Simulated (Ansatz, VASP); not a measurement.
One calculation of Mn, two programs

POSCAR

```
Mn
1.0
    2.7123478499      0.0000000000      0.0000000000
   -1.3561739249      2.3489621419      0.0000000000
    0.0000000000      0.0000000000      8.7478571597
Mn
4
Direct
    0.0000000000      0.0000000000      0.0000000000
    0.0000000000      0.0000000000      0.5000000000
    0.3333333333      0.6666666667      0.7500000000
    0.6666666667      0.3333333333      0.2500000000
```

Contents of INCAR.step1:

```
  PREC = Accurate
  ENCUT = 600
  ISMEAR = 0
  SIGMA = 0.1
  LREAL = F
  LASPH = T
  NELM = 150
  ISPIN = 2
  MAGMOM = 3.95 3.95 3.93 3.93
  LMAXMIX = 4
  GGA = PE
  ALGO = Normal
  EDIFF = 1E-4
  LWAVE = T
  LCHARG = F
```

Contents of INCAR.step2:

```
  PREC = Accurate
  ENCUT = 600
  EDIFF = 1E-6
  ISMEAR = 0
  SIGMA = 0.1
  LREAL = F
  LASPH = T
  NELM = 150
  ALGO = Normal
  ISIF = 3
  LWAVE = F
  LCHARG = F
  ISPIN = 2
  MAGMOM = 3.95 3.95 3.93 3.93
  LORBIT = 11
  LMAXMIX = 4
  METAGGA = R2SCAN
  LMIXTAU = T
  IBRION = 2
  NSW = 90
  EDIFFG = -0.04
  ISTART = 1
```

File KPOINTS:

```
regular mesh
0
Gamma
  9 9 2
```

Input for Ansatz:

```yaml
crystal:
  lattice:
    - [2.7123478499, 0.0, 0.0]
    - [-1.3561739249, 2.3489621419, 0.0]
    - [0.0, 0.0, 8.7478571597]
  atoms:
    - { symbol: Mn, position: [0.0, 0.0, 0.0], spin: 3.95 }
    - { symbol: Mn, position: [0.0, 0.0, 0.5], spin: 3.95 }
    - { symbol: Mn, position: [0.3333333333, 0.6666666667, 0.75], spin: 3.93 }
    - { symbol: Mn, position: [0.6666666667, 0.3333333333, 0.25], spin: 3.93 }
basis:
  ecutwfc: 500
kpoints:
  mp_grid: { grid: [9, 9, 2] }
hamiltonian:
  xc: r2scan
scf:
  occupations: { method: gaussian, width: 0.1 }
  lower_state_search: "off"
output:
  forces: true
  stress: true
  eigenvalues: true
  populations: true
magnetization:
  spin_polarized: true
relax:
  adjacent_minimum: "off"
  f_tol: 0.04
  max_steps: 70
  cell: { stress_tol: 0.4 }
```

Alike in both runs: task relaxation of cell and atoms; functional r2SCAN; k mesh 9 × 9 × 2; occupations gaussian, width 0.1 eV; collinear spin.

|  | VASP | Ansatz |
| --- | --- | --- |
| version | VASP 6.6.1 | Ansatz 0.2.0 |
| potentials or method | VASP PAW PBE potentials, release 64 (Mn_pv), cutoff 600 eV | scalar-relativistic, plane waves, PAW |
| valence electrons in the cell | 52 | 60 |

```tsv
	VASP	Ansatz	Ansatz less VASP
gap on the k mesh at the Fermi level, each at its own relaxed structure (eV)	none	none	-
net moment per atom (μB)	3.84	3.84	-0.001
size of the moment on the site where the two differ most (μB)	3.78	3.82	+0.038
relaxed volume (Å³/atom)	15.52	15.50	-0.021
relaxed length of the cell vector where the two differ most in proportion (Å)	2.821	2.818	-0.0023
```

VASP's potentials were made for PBE, not for r2SCAN. Site moments also hang on the region over which each program counts them. A gap of «none» marks a metal or a gap that the smearing closes. VASP's potentials hold 52 valence electrons a cell and Ansatz's 60, so a difference there can come from the potentials and not from the codes.
